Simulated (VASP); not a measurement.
Write the native input for VASP 6.6.1 that does the following.

```yaml
Task: single point
Functional: LDA
Potentials_or_basis: VASP PAW LDA potentials, release 64 (Re, S)
Cutoff: 520 eV
k_mesh: 4 × 4 × 1
Occupations: gaussian, width 0.01 eV
Spin: no spin polarisation
Dipole_correction: no
Further_INCAR_settings: LREAL = Auto; ALGO = Normal; EDIFF = 1e-07; NBANDS = 94
```

The structure of ReS2 lies in POSCAR:

```
ReS2
1.0
    6.2935644895     -0.0070037520      0.0000000000
    3.0843858847      5.6060073116      0.0000000000
    0.0000000000      0.0000000000     23.0000000000
Re S
8 16
Direct
    0.1325468058      0.1857102495      0.3655570038
    0.2553899759      0.5603074154      0.3703379172
    0.7060514580      0.1583824771      0.3672382123
    0.6818775188      0.5873566105      0.3685767842
    0.9447110364      0.5714867965      0.6309664267
    1.0675541884      0.9460840320      0.6357473375
    1.5182234074      0.5444377055      0.6327275736
    1.4940495038      0.9734118000      0.6340661326
    0.8778976501      0.7768355018      0.3169534450
    0.3389202971      0.8085715809      0.3097477055
    0.0490833284      0.9374037363      0.4261839457
    0.0099926920      0.4779634983      0.4356323509
    0.5100356850      0.9690022918      0.4188456019
    0.8385478391      0.3149909072      0.2925151378
    0.5499847898      0.4297699698      0.4433540348
    0.3780221890      0.2679511787      0.3002196191
    1.6900652234      1.1627922819      0.5824587653
    1.1510175470      1.1943908571      0.5751204252
    0.8611805092      1.3232230690      0.6915566905
    0.8220787673      0.8638435537      0.7010846716
    1.3222032461      1.3549590049      0.6843509305
    1.6501162727      0.7020246548      0.5579502947
    1.3615531379      0.8168038584      0.7087892010
    1.1901083130      0.6538311998      0.5656719663
```

The input as run:

INCAR

```
SYSTEM = ReS2
PREC = Accurate
ENCUT = 520
EDIFF = 1E-7
ISMEAR = 0
SIGMA = 0.01
LREAL = Auto
LASPH = .True.
NELM = 80
ALGO = Normal
ISIF = 2
LWAVE = .False.
LCHARG = .False.
GGA = CA
NBANDS = 94
```

KPOINTS

```
regular mesh
0
Gamma
  4 4 1
  0 0 0
```

Potentials or basis: VASP PAW LDA potentials, release 64 (Re, S).

The run is started by

```sh
$ cat potpaw_LDA.64/Re/POTCAR potpaw_LDA.64/S/POTCAR > POTCAR
$ mpirun -np 1 vasp_std > vasp.out
```

Results of the run:

```json
{
  "Largest force": "0.179 eV/Å",
  "Band gap on the k mesh": "1.40 eV"
}
```

Caveat: spin-orbit coupling is left out, which moves the levels of the heavy elements.

Run time: 98 min on 1 thread of Oxide Virtual Turin-like Processor (shared host), peak memory 0.82 GiB.
